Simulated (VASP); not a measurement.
Wanted: the native input for a VASP 6.6.1 run.

* Task: relaxation of cell and atoms
* Functional: PBE
* Potentials or basis: VASP PAW PBE potentials, release 64 (Cd, S)
* Cutoff: 600 eV
* k mesh: 8 × 8 × 4
* Occupations: gaussian, width 0.02 eV
* Spin: no spin polarisation
* Dipole correction: no
* Further INCAR settings: ALGO = Normal; EDIFF = 1e-07; IBRION = 2; EDIFFG = -0.01; NSW = 100; ISIF = 3

The structure of CdS lies in POSCAR:

```
CdS
1.0
    3.6385867603     -2.1055048822      0.0000000000
    3.6385867603      2.1055048822      0.0000000000
   -0.0579465032      0.0000000000      6.7951229072
Cd S
2 2
Direct
    0.2185456753      0.2185456753      0.6748936269
    0.8863684830      0.8863684830      0.1748281835
    0.8858547650      0.8858547650      0.7970876835
    0.2207961884      0.2207961884      0.2972435362
```

The cell was generated, and may not be a known phase.

The input as run:

INCAR

```
SYSTEM = CdS
ALGO = Normal
EDIFF = 1E-7
EDIFFG = -0.01
ENCUT = 600
GGA = PE
IBRION = 2
ISIF = 3
ISMEAR = 0
LASPH = .True.
LCHARG = .False.
LREAL = .False.
LWAVE = .False.
NELM = 100
NSW = 100
PREC = Accurate
SIGMA = 0.02
```

KPOINTS

```
k-points
0
Gamma
  8 8 4
  0 0 0
```

Potentials or basis: VASP PAW PBE potentials, release 64 (Cd, S).

Run with:

```console
$ cat potpaw_PBE.64/Cd/POTCAR potpaw_PBE.64/S/POTCAR > POTCAR
$ mpirun -np 1 vasp_std > vasp.out
```

Results of the run:

```
Relaxed volume                        : 26.17 Å³/atom
Relaxed cell                          : a = 4.203 Å, b = 4.203 Å, c = 6.839 Å, α = 89.98°, β = 89.98°, γ = 60.03°
Space group after relaxing (to 0.1 Å) : P6_3mc (No. 186)
Energy gained by relaxing             : 0.4 meV/atom
Ionic steps                           : 7
Pressure after relaxing               : 0.0 GPa
Largest force after relaxing          : 0.009 eV/Å
Band gap on the k mesh                : 1.10 eV
```

Wall time 26 min on 1 thread of Intel Xeon 8259CL, with other jobs on the host, peak memory 0.4 GiB.
